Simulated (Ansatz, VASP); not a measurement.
Two plane-wave programs on KI

File INCAR:

```
SYSTEM = KI
PREC = Accurate ; ENCUT = 520
EDIFF = 1E-7 ; ISMEAR = 0
SIGMA = 0.01 ; LREAL = .FALSE.
LASPH = .TRUE. ; NELM = 80
ALGO = Normal ; ISIF = 2
LWAVE = .FALSE. ; LCHARG = .FALSE.
GGA = PE ; NBANDS = 15
```

KPOINTS

```
regular mesh
0
G
  4 4 4
  0 0 0
```

The input POSCAR:

```
KI
1.0
    0.0000000000      3.6897316377      3.6897316377
    3.6897316377      0.0000000000      3.6897316377
    3.6897316377      3.6897316377      0.0000000000
K I
1 1
Direct
    0.0000000000      0.0000000000      0.0000000000
    0.5000000000      0.5000000000      0.5000000000
```

Input for Ansatz:

```yaml
crystal:
  lattice:
    - [0.0, 3.6897316377, 3.6897316377]
    - [3.6897316377, 0.0, 3.6897316377]
    - [3.6897316377, 3.6897316377, 0.0]
  atoms:
    - { symbol: K, position: [0.0, 0.0, 0.0] }
    - { symbol: I, position: [0.5, 0.5, 0.5] }
basis:
  ecutwfc: 420
  ecutrho_ratio: 5
kpoints:
  mp_grid: { grid: [4, 4, 4] }
hamiltonian:
  xc: pbe
scf:
  occupations: { method: fixed }
output:
  forces: true
  stress: true
  eigenvalues: true
  polarization: {}
```

Alike in both runs: task single point; functional PBE; k mesh 4 × 4 × 4; no spin polarisation.

|  | VASP | Ansatz |
| --- | --- | --- |
| version | VASP 6.6.1 | Ansatz 0.2.0 |
| potentials or method | VASP PAW PBE potentials, release 64 (K_sv, I), cutoff 520 eV | scalar-relativistic, plane waves, PAW |
| occupations | gaussian, width 0.01 eV | fixed |
| valence electrons in the cell | 16 | 26 |

```tsv
	VASP	Ansatz	Ansatz less VASP
gap on the k mesh at the Fermi level (eV)	3.68	3.69	+0.003
least direct gap on the mesh (eV)	3.68	3.69	+0.003
pressure (GPa)	-0.7	-0.7	-0.01
```

VASP's potentials hold 16 valence electrons a cell and Ansatz's 26, so a difference there can come from the potentials and not from the codes.

Neither program's run includes spin-orbit coupling.
